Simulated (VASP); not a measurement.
# MnO in VASP: a series of runs

MnO is run at these levels: PBE+U; tasks: electric field gradients, single point.

Program: VASP 6.6.1. These are calculated values, not measurements. Logs are shortened: lines on timing, memory, paths and dates and some standing lists are left out, and cuts for length are marked.

### Step 1. The cell of the first run

The structure is trigonal, space group R-3m (No. 166). Conventional cell: a = 3.209 Å, b = 3.209 Å, c = 7.711 Å, α = 90.00°, β = 90.00°, γ = 120.00°. Mn (site symmetry -3m) has 6 O at 2.25 Å within 3.0 Å. O (site symmetry -3m) has 6 Mn at 2.25 Å within 3.0 Å.

### Step 2. Electric field gradients, PBE+U, collinear spin, antiferromagnetic start

File INCAR:

```
SYSTEM = MnO
PREC = Accurate ; ENCUT = 520
EDIFF = 1E-8 ; ISMEAR = 0
SIGMA = 0.05 ; LREAL = .False.
LASPH = .True. ; NELM = 150
ALGO = Normal ; ISIF = 2
LWAVE = .False. ; LCHARG = .False.
ISPIN = 2 ; MAGMOM = 4.7 -4.7 0 0
LORBIT = 11 ; LMAXMIX = 4
LDAU = .True. ; LDAUTYPE = 2
LDAUL = 2 -1 ; LDAUU = 3.9 0
LDAUJ = 0 0 ; LDAUPRINT = 1
GGA = PE ; LEFG = .True.
NBANDS = 31
```

File KPOINTS:

```
Automatic mesh
0
Gamma
  8 8 8
  0 0 0
```

File POSCAR:

```
MnO
1.0
   -2.2116475739     -2.2116475739      4.4809287882
   -4.4809287882     -2.2116475739      2.2116475739
   -2.2116475739     -4.4809287882      2.2116475739
Mn O
2 2
Direct
    0.0000000000      0.0000000000      0.0000000000
    0.5000000000      0.5000000000      0.5000000000
    1.2499999997     -0.7500000003     -0.7500000003
    1.7500000003     -0.2499999997     -0.2499999997
```

Potentials or basis: VASP PAW PBE potentials, release 64 (Mn_pv, O).

Launch:

```sh
$ cat potpaw_PBE.64/Mn_pv/POTCAR potpaw_PBE.64/O/POTCAR > POTCAR
$ mpirun -np 1 vasp_std > vasp.out
```

OUTCAR:

```text
SYSTEM = MnO
   PREC = Accurate
   ENCUT = 520
   EDIFF = 1E-8
   ISMEAR = 0
   LREAL = .False.
   LASPH = .True.
   NELM = 150
   ISIF = 2
   ISPIN = 2
   LORBIT = 11
   GGA = PE

 ion  position               nearest neighbor table
   1  0.000  0.000  0.000-   4 2.25   3 2.25   4 2.25   3 2.25   4 2.25   3 2.25   2 3.17   2 3.17
                             2 3.17   2 3.17   2 3.17   2 3.17
   2  0.500  0.500  0.500-   3 2.25   4 2.25   3 2.25   3 2.25   4 2.25   4 2.25   1 3.17   1 3.17
                             1 3.17   1 3.17   1 3.17   1 3.17
   3  0.250  0.250  0.250-   2 2.25   2 2.25   2 2.25   1 2.25   1 2.25   1 2.25
   4  0.750  0.750  0.750-   2 2.25   2 2.25   2 2.25   1 2.25   1 2.25   1 2.25

  LATTYP: Found a trigonal (rhomboedric) cell.
 ALAT       =     5.4645670265
 COS(alpha) =     0.8275492365

  Lattice vectors:

 A1 = (  -2.2116475739,  -2.2116475739,   4.4809287882)
 A2 = (  -4.4809287882,  -2.2116475739,   2.2116475739)
 A3 = (  -2.2116475739,  -4.4809287882,   2.2116475739)

Analysis of symmetry for initial positions (statically):
=====================================================================
 Subroutine PRICEL returns following result:

  LATTYP: Found a trigonal (rhomboedric) cell.
 ALAT       =     3.1686261710
 COS(alpha) =     0.4870977242
[... 12 lines left out ...]
 Subroutine GETGRP returns: Found 12 space group operations
 (whereof 12 operations were pure point group operations)
 out of a pool of 12 trial point group operations.

The static configuration has the point symmetry D_3d.

Analysis of symmetry for dynamics (positions and initial velocities):
=====================================================================
 Subroutine PRICEL returns following result:

  LATTYP: Found a trigonal (rhomboedric) cell.
 ALAT       =     3.1686261710
 COS(alpha) =     0.4870977242
[... 12 lines left out ...]
 Subroutine GETGRP returns: Found 12 space group operations
 (whereof 12 operations were pure point group operations)
 out of a pool of 12 trial point group operations.

The dynamic configuration has the point symmetry D_3d.

Analysis of structural, dynamic, and magnetic symmetry:
=====================================================================
 Subroutine PRICEL returns following result:

  LATTYP: Found a trigonal (rhomboedric) cell.
 ALAT       =     3.1686261710
 COS(alpha) =     0.4870977242
[... 12 lines left out ...]
 Subroutine GETGRP returns: Found 12 space group operations
 (whereof 12 operations were pure point group operations)
 out of a pool of 12 trial point group operations.

The overall configuration has the point symmetry D_3d.

 Subroutine INISYM returns: Found 12 space group operations
 (whereof 12 operations are pure point group operations),
 and found     2 'primitive' translations

----------------------------------------------------------------------------------------

                                     Primitive cell

  volume of cell :      22.9268

  direct lattice vectors                    reciprocal lattice vectors
    -2.240464394  0.028816820  2.240464394    -0.221760223  0.218907947  0.221760223
    -2.240464394 -2.240464394 -0.028816820    -0.221760223 -0.221760223 -0.218907947
     0.028816820 -2.240464394  2.240464394     0.218907947 -0.221760223  0.221760223

  length of vectors
     3.168626171  3.168626171  3.168626171     0.382460302  0.382460302  0.382460302

  position of ions in fractional coordinates (direct lattice)
     0.000000000  0.000000000  0.000000000
     0.499999999  0.499999999  0.499999999

  ion indices of the primitive-cell ions
   primitive index   ion index
                 1           1
                 2           3

----------------------------------------------------------------------------------------

 KPOINTS: Automatic mesh

Automatic generation of k-mesh.
 Grid dimensions read from file:
 generate k-points for:    8    8    8

 Generating k-lattice:

  Cartesian coordinates                     Fractional coordinates (reciprocal lattice)
     0.013681747  0.013681747  0.041401775     0.125000000  0.000000000  0.000000000
    -0.041401775  0.013681747 -0.013681747     0.000000000  0.125000000  0.000000000
     0.013681747 -0.041401775 -0.013681747     0.000000000  0.000000000  0.125000000

  Length of vectors
     0.045699971  0.045699971  0.045699971

  Shift w.r.t. Gamma in fractional coordinates (k-lattice)
     0.000000000  0.000000000  0.000000000

[... 124 lines left out ...]
  o =  0.9367  v =  0.2746 -0.5286  0.0015  0.8032  0.0041  0.0000  0.0000  0.0000  0.0000  0.0000      0.0000  0.0000  0.0000  0.0000  0.0000  0.0000  0.0000  0.0000  0.0000  0.0000
  o =  0.9726  v = -0.0028  0.0005  0.7844 -0.0033  0.6203  0.0000  0.0000  0.0000  0.0000  0.0000      0.0000  0.0000  0.0000  0.0000  0.0000  0.0000  0.0000  0.0000  0.0000  0.0000
  o =  0.9726  v =  0.0022  0.0035 -0.6203 -0.0013  0.7844  0.0000  0.0000  0.0000  0.0000  0.0000      0.0000  0.0000  0.0000  0.0000  0.0000  0.0000  0.0000  0.0000  0.0000  0.0000

atom =   2  type =  1  l = 2

 onsite density matrix

spin component  1

  0.0191  0.0002  0.0016  0.0002 -0.0000
  0.0002  0.0191  0.0008 -0.0002 -0.0014
  0.0016  0.0008  0.0750  0.0008 -0.0000
  0.0002 -0.0002  0.0008  0.0191  0.0014
 -0.0000 -0.0014 -0.0000  0.0014  0.0750

spin component  2

  0.9366  0.0001 -0.0001  0.0001  0.0000
  0.0001  0.9366 -0.0001 -0.0001  0.0001
 -0.0001 -0.0001  0.9726 -0.0001 -0.0000
  0.0001 -0.0001 -0.0001  0.9366 -0.0001
  0.0000  0.0001 -0.0000 -0.0001  0.9726

 occupancies and eigenvectors

  o =  0.0187  v = -0.5774  0.5774  0.0000  0.5774 -0.0000  0.0000  0.0000  0.0000  0.0000  0.0000      0.0000  0.0000  0.0000  0.0000  0.0000  0.0000  0.0000  0.0000  0.0000  0.0000
  o =  0.0192  v = -0.8118 -0.3348  0.0354 -0.4770  0.0036  0.0000  0.0000  0.0000  0.0000  0.0000      0.0000  0.0000  0.0000  0.0000  0.0000  0.0000  0.0000  0.0000  0.0000  0.0000
  o =  0.0192  v =  0.0821  0.7441 -0.0036 -0.6620  0.0354  0.0000  0.0000  0.0000  0.0000  0.0000      0.0000  0.0000  0.0000  0.0000  0.0000  0.0000  0.0000  0.0000  0.0000  0.0000
  o =  0.0750  v =  0.0284  0.0087  0.9757  0.0196  0.2162  0.0000  0.0000  0.0000  0.0000  0.0000      0.0000  0.0000  0.0000  0.0000  0.0000  0.0000  0.0000  0.0000  0.0000  0.0000
  o =  0.0750  v = -0.0063 -0.0277 -0.2162  0.0214  0.9757  0.0000  0.0000  0.0000  0.0000  0.0000      0.0000  0.0000  0.0000  0.0000  0.0000  0.0000  0.0000  0.0000  0.0000  0.0000
  o =  0.9363  v =  0.0000  0.0000  0.0000  0.0000  0.0000 -0.5774  0.5774 -0.0000  0.5774  0.0000      0.0000  0.0000  0.0000  0.0000  0.0000  0.0000  0.0000  0.0000  0.0000  0.0000
  o =  0.9367  v =  0.0000  0.0000  0.0000  0.0000  0.0000  0.7258  0.0391  0.0038  0.6867  0.0020      0.0000  0.0000  0.0000  0.0000  0.0000  0.0000  0.0000  0.0000  0.0000  0.0000
  o =  0.9367  v =  0.0000  0.0000  0.0000  0.0000  0.0000 -0.3739 -0.8156 -0.0020  0.4416  0.0038      0.0000  0.0000  0.0000  0.0000  0.0000  0.0000  0.0000  0.0000  0.0000  0.0000
  o =  0.9726  v =  0.0000  0.0000  0.0000  0.0000  0.0000 -0.0033 -0.0007  0.9481 -0.0026  0.3179      0.0000  0.0000  0.0000  0.0000  0.0000  0.0000  0.0000  0.0000  0.0000  0.0000
  o =  0.9726  v =  0.0000  0.0000  0.0000  0.0000  0.0000  0.0011  0.0035 -0.3179 -0.0023  0.9481      0.0000  0.0000  0.0000  0.0000  0.0000  0.0000  0.0000  0.0000  0.0000  0.0000

 number of electron      37.9999987 magnetization       0.0000000

 Free energy of the ion-electron system (eV)
  ---------------------------------------------------
  ext. energy  EPLUGINS =         0.00000000
  ---------------------------------------------------
  free energy    TOTEN  =       -31.10099826 eV

  energy without entropy =      -31.10099826  energy(sigma->0) =      -31.10099826

 E-fermi :   5.7249     XC(G=0): -11.5754

 val. band max:        5.4352561718   @ k =   0.5000   0.5000   0.5000
 cond. band min:       7.0586325930   @ k =   0.0000   0.0000   0.0000
 fundamental gap:      1.6233764212
 Fermi energy:         5.7248513156

 spin component 1

 k-point     1 :       0.0000    0.0000    0.0000
  band No.  band energies     occupation
      1     -43.4547      1.00000
      2     -43.4135      1.00000
      3     -43.4135      1.00000
      4     -38.5269      1.00000
      5     -38.4861      1.00000
      6     -38.4861      1.00000
[... 1625 lines left out ...]
     30      19.8936      0.00000
     31      19.9791      0.00000

 [... further k-points ...]

------------------------ aborting loop because EDIFF is reached ----------------------------------------

  FORCE on cell =-STRESS in cart. coord.  units (eV):
  Direction    XX          YY          ZZ          XY          YZ          ZX
  --------------------------------------------------------------------------------------
  -------------------------------------------------------------------------------------
  Total       -0.4244571     -0.4244571     -0.4244571      0.0006076     -0.0006076     -0.0006076
  in kB      -14.8310415    -14.8310415    -14.8310415      0.0212311     -0.0212311     -0.0212311
  external PRESSURE =     -14.8310415 kB  Pullay stress =       0.0000000 kB

 VOLUME and BASIS-vectors are now :
 -----------------------------------------------------------------------------
  energy-cutoff  :      520.00
  volume of cell :       45.85
      direct lattice vectors                 reciprocal lattice vectors
    -2.211647574 -2.211647574  4.480928788     0.109453973  0.109453973  0.331214197
    -4.480928788 -2.211647574  2.211647574    -0.331214197  0.109453973 -0.109453973
    -2.211647574 -4.480928788  2.211647574     0.109453973 -0.331214197 -0.109453973

 POSITION                                       TOTAL-FORCE (eV/Angst)
 -----------------------------------------------------------------------------------
      0.00000      0.00000      0.00000         0.000000      0.000000     -0.000000
     -4.45211     -4.45211      4.45211         0.000000     -0.000000     -0.000000
     -2.22606     -2.22606      2.22606         0.000000      0.000000     -0.000000
     -6.67817     -6.67817      6.67817        -0.000000     -0.000000      0.000000
 -----------------------------------------------------------------------------------
    total drift:                               -0.000000      0.000000      0.000000

  FREE ENERGIE OF THE ION-ELECTRON SYSTEM (eV)
  ---------------------------------------------------
  free  energy   TOTEN  =       -31.1009982631 eV

  energy  without entropy=      -31.1009982631  energy(sigma->0) =      -31.10099826

 Electric field gradients (V/A^2)
---------------------------------------------------------------------
 ion       V_xx      V_yy      V_zz      V_xy      V_xz      V_yz
---------------------------------------------------------------------
   1      -0.000     0.000    -0.000     1.506    -1.506    -1.506
   2      -0.000     0.000    -0.000     1.506    -1.506    -1.506
   3      -0.000    -0.000    -0.000    -1.633     1.633     1.633
   4      -0.000     0.000    -0.000    -1.633     1.633     1.633
---------------------------------------------------------------------

 Electric field gradients after diagonalization (V/A^2)
 (convention: |V_zz| > |V_xx| > |V_yy|)
----------------------------------------------------------------------
 ion       V_xx      V_yy      V_zz     asymmetry (V_yy - V_xx)/ V_zz
----------------------------------------------------------------------
   1      -1.506    -1.506     3.012       0.000
   2      -1.506    -1.506     3.012       0.000
   3       1.633     1.633    -3.266       0.000
   4       1.633     1.633    -3.266       0.000
----------------------------------------------------------------------

           NMR quadrupolar parameters

 Cq : quadrupolar parameter    Cq=e*Q*V_zz/h
 eta: asymmetry parameters     (V_yy - V_xx)/ V_zz
 Q  : nuclear electric quadrupole moment in mb (millibarn)
----------------------------------------------------------------------
 ion       Cq(MHz)       eta       Q (mb)
----------------------------------------------------------------------
   1       0.007       0.000       1.000
   2       0.007       0.000       1.000
   3      -0.008       0.000       1.000
   4      -0.008       0.000       1.000
----------------------------------------------------------------------

 total charge

# of ion       s       p       d       tot
------------------------------------------
    1        0.198   6.167   4.943  11.309
    2        0.198   6.167   4.943  11.309
    3        1.555   3.430   0.000   4.986
    4        1.555   3.430   0.000   4.986
--------------------------------------------------
tot          3.507  19.196   9.886  32.588

 magnetization (x)

# of ion       s       p       d       tot
------------------------------------------
    1        0.022   0.020   4.538   4.580
    2       -0.022  -0.020  -4.538  -4.580
    3        0.000   0.000   0.000   0.000
    4        0.000   0.000   0.000   0.000
--------------------------------------------------
tot          0.000   0.000   0.000   0.000
```

Wall time 3.6 min (1 thread of AMD EPYC 9R45 (Zen 5), shared host); peak memory 0.35 GiB.

What came out:

```yaml
Free_energy: -31.1010 eV
Pressure: -1.5 GPa
Band_gap_on_the_k_mesh: 1.62 eV
Net_moment: 0.00 μB per cell
Site_moments: Mn +4.58, -4.58; O +0.00 μB
Largest_electric_field_gradient_by_atom: Mn +3.0; O -3.3 V/Å²
Valence_electrons_inside_the_program's_atomic_spheres: Mn 11.31; O 4.99
```

Electric field gradients, principal values (V/Å²):
```
atom   least  middle  greatest (by size)
1 Mn  -1.506  -1.506               3.012
2 Mn  -1.506  -1.506               3.012
 3 O   1.633   1.633              -3.266
 4 O   1.633   1.633              -3.266
```

Eigenvalues of the final occupation matrices:
```
    site  spin  trace               eigenvalues
site 1 d     1   4.75  0.94 0.94 0.94 0.97 0.97
site 1 d     2   0.21  0.02 0.02 0.02 0.08 0.08
site 2 d     1   0.21  0.02 0.02 0.02 0.08 0.08
site 2 d     2   4.75  0.94 0.94 0.94 0.97 0.97
```

Caveat: without QUAD_EFG the Cq values of the log hold for a quadrupole moment of 1 mb, not for the nuclei.

### Step 3. Single point, PBE+U, collinear spin, ferromagnetic start

This run uses another cell than the first one: it holds 2 atoms, not 4.

File INCAR:

```
SYSTEM = MnO
  PREC = Accurate
  ENCUT = 700
  EDIFF = 1E-6
  ISMEAR = 0
  SIGMA = 0.05
  LREAL = .False.
  LASPH = .True.
  NELM = 200
  ALGO = Normal
  ISIF = 2
  LWAVE = .False.
  LCHARG = .False.
  ISPIN = 2
  MAGMOM = 5 0
  LORBIT = 11
  LMAXMIX = 4
  LDAU = .True.
  LDAUTYPE = 2
  LDAUL = 2 -1
  LDAUU = 3.9 0
  LDAUJ = 0 0
  LDAUPRINT = 1
  GGA = PE
  NBANDS = 22
  GGA_COMPAT = .False.
```

File KPOINTS:

```
Automatic mesh
0
Gamma
  5 5 5
  0 0 0
```

File POSCAR:

```
MnO
1.0
    0.0000000000      2.2230000000      2.2230000000
    2.2230000000      0.0000000000      2.2230000000
    2.2230000000      2.2230000000      0.0000000000
Mn O
1 1
Direct
    0.0000000000      0.0000000000      0.0000000000
    0.5000000000      0.5000000000      0.5000000000
```

Potentials or basis: VASP PAW PBE potentials, release 64 (Mn_sv, O).

Launch:

```sh
$ cat potpaw_PBE.64/Mn_sv/POTCAR potpaw_PBE.64/O/POTCAR > POTCAR
$ mpirun -np 1 vasp_std > vasp.out
```

It took 19 s on 1 thread of Intel Xeon Platinum 8488C (Sapphire Rapids), shared host; peak memory 0.17 GiB.

The run converged. Its results:

```yaml
Free_energy: -15.3197 eV
Pressure: 6.3 GPa
Band_gap_on_the_k_mesh: 0.35 eV (least direct gap 2.72 eV)
Net_moment: 5.00 μB per cell
Site_moments: Mn +4.50; O +0.17 μB
Valence_electrons_inside_the_program's_atomic_spheres: Mn 12.88; O 5.01
```

Levels at points of the mesh, in eV from the valence-band top:
Spin up:
```
           k point  band 10  band 11  band 12  band 13  band 14  band 15  band 16  band 17
(0.00, 0.00, 0.00)    -3.51    -2.70    -2.70    -2.70     0.35    14.75    16.55    16.55
```
Spin down:
| k point | band 5 | band 6 | band 7 | band 8 | band 9 | band 10 | band 11 | band 12 |
| --- | --- | --- | --- | --- | --- | --- | --- | --- |
| (0.00, 0.00, 0.00) | -18.85 | -2.37 | -2.37 | -2.37 | 1.69 | 3.22 | 3.22 | 3.22 |

Eigenvalues of the final occupation matrices:
| site | spin | trace | eigenvalues |
| --- | --- | --- | --- |
| site 1 d | 1 | 4.63 | 0.91 0.91 0.91 0.95 0.95 |
| site 1 d | 2 | 0.15 | 0.01 0.01 0.01 0.05 0.05 |

Caveat: the k points lie up to 0.49 Å⁻¹ apart; semilocal functionals underestimate gaps, and a narrow one can read as zero; an odd mesh through Γ misses points on the zone boundary, where band edges can lie; a cell with one magnetic atom can't hold antiferromagnetic order, which such compounds often take. The state reached can hang on the start; a lower one may exist.
